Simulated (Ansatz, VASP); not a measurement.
SbAs2: VASP beside Ansatz

File INCAR:

```
SYSTEM = SbAs2
ALGO = Normal ; EDIFF = 1E-6
ENCUT = 520 ; GGA = PE
ISIF = 2 ; ISMEAR = 0
LASPH = .True. ; LCHARG = .False.
LREAL = .False. ; LWAVE = .False.
NBANDS = 14 ; NELM = 80
PREC = Accurate ; SIGMA = 0.1
```

Contents of KPOINTS:

```
k-points
0
Gamma
  6 6 6
  0 0 0
```

File POSCAR:

```
SbAs2
1.0
    0.0000000000      3.2396358569      3.2396358569
    3.2396358569      0.0000000000      3.2396358569
    3.2396358569      3.2396358569      0.0000000000
Sb As
1 2
Direct
    0.0000000000      0.0000000000      0.0000000000
    0.2500000000      0.2500000000      0.2500000000
    0.7500000000      0.7500000000      0.7500000000
```

Input for Ansatz:

```yaml
crystal:
  lattice:
    - [0.0, 3.2396358569, 3.2396358569]
    - [3.2396358569, 0.0, 3.2396358569]
    - [3.2396358569, 3.2396358569, 0.0]
  atoms:
    - { symbol: Sb, position: [0.0, 0.0, 0.0] }
    - { symbol: As, position: [0.25, 0.25, 0.25] }
    - { symbol: As, position: [0.75, 0.75, 0.75] }
basis:
  ecutwfc: 420
kpoints:
  mp_grid: { grid: [6, 6, 6] }
hamiltonian:
  xc: pbe
scf:
  occupations: { method: gaussian, width: 0.1 }
  lower_state_search: "off"
output:
  forces: true
  stress: true
  eigenvalues: true
```

Alike in both runs: task single point; functional PBE; k mesh 6 × 6 × 6; occupations gaussian, width 0.1 eV; no spin polarisation.

```csv
,VASP,Ansatz
version,VASP 6.6.1,Ansatz 0.2.0
potentials or method,"VASP PAW PBE potentials, release 64 (Sb, As), cutoff 520 eV","scalar-relativistic, plane waves, PAW"
valence electrons in the cell,15,45
```

Ansatz gave:

* gap on the k mesh at the Fermi level (eV): none
* pressure (GPa): 11.0

Q: Estimate VASP's values.

A: gap on the k mesh at the Fermi level (eV): none; pressure (GPa): 11.2.

A gap of «none» marks a metal or a gap that the smearing closes. VASP's potentials hold 15 valence electrons a cell and Ansatz's 45, so a difference there can come from the potentials and not from the codes.

Neither program's run includes spin-orbit coupling.
